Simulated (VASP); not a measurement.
Set up this calculation in VASP 6.6.1, as the native input.

```
Task                   : single point
Functional             : r2SCAN
Potentials or basis    : VASP PAW PBE potentials, release 64 (Se)
Cutoff                 : 520 eV
k mesh                 : 6 × 6 × 4
Occupations            : gaussian, width 0.1 eV
Spin                   : no spin polarisation
Dipole correction      : no
Further INCAR settings : ALGO = Normal; EDIFF = 1e-06; NBANDS = 20
```

Crystal: Se.

```xyz
4
Lattice="3.7317 0.0000 0.0000 -1.8658 3.2317 0.0000 0.0000 0.0000 7.3697" Properties=species:S:1:pos:R:3 pbc="T T T"
Se    0.0000    0.0000    0.0000
Se    0.0000    0.0000    3.6848
Se    0.0000    2.1545    5.5273
Se    1.8658    1.0772    1.8424
```

These files were run (other wordings do the same):

POSCAR

```
Se
1.0
    3.7316988839      0.0000000000      0.0000000000
   -1.8658494419      3.2317460327      0.0000000000
    0.0000000000      0.0000000000      7.3696937097
Se
4
Direct
    0.0000000000      0.0000000000      0.0000000000
    0.0000000000      0.0000000000      0.5000000000
    0.3333333333      0.6666666667      0.7500000000
    0.6666666667      0.3333333333      0.2500000000
```

INCAR.step1

```
PREC = Accurate
ENCUT = 520
ISMEAR = 0
SIGMA = 0.1
LREAL = False
LASPH = True
NELM = 100
NBANDS = 20
GGA = PE
ALGO = Normal
EDIFF = 1E-4
LWAVE = True
LCHARG = False
```

INCAR.step2

```
PREC = Accurate
ENCUT = 520
EDIFF = 1E-6
ISMEAR = 0
SIGMA = 0.1
LREAL = False
LASPH = True
NELM = 100
ALGO = Normal
ISIF = 2
LWAVE = False
LCHARG = False
METAGGA = R2SCAN
LMIXTAU = True
NBANDS = 20
ISTART = 1
```

KPOINTS

```
Automatic mesh
0
Gamma
  6 6 4
```

Potentials or basis: VASP PAW PBE potentials, release 64 (Se).

Run with:

```console
$ cat potpaw_PBE.64/Se/POTCAR > POTCAR
$ cp INCAR.step1 INCAR
$ mpirun -np 1 vasp_std > vasp.out
$ cp INCAR.step2 INCAR
$ mpirun -np 1 vasp_std > vasp.out
```

It gave:

```yaml
Pressure: -0.3 GPa
Band_gap_on_the_k_mesh: zero (band 12 reaches 5.13 eV, above the bottom of band 13 at 2.74 eV)
```

Caveat: the PAW data sets were made with another functional, which shifts forces and pressure a little.

Run time: 2.5 min on 1 thread of AMD EPYC 9R45 (Zen 5), on a shared host, peak memory 0.18 GiB.
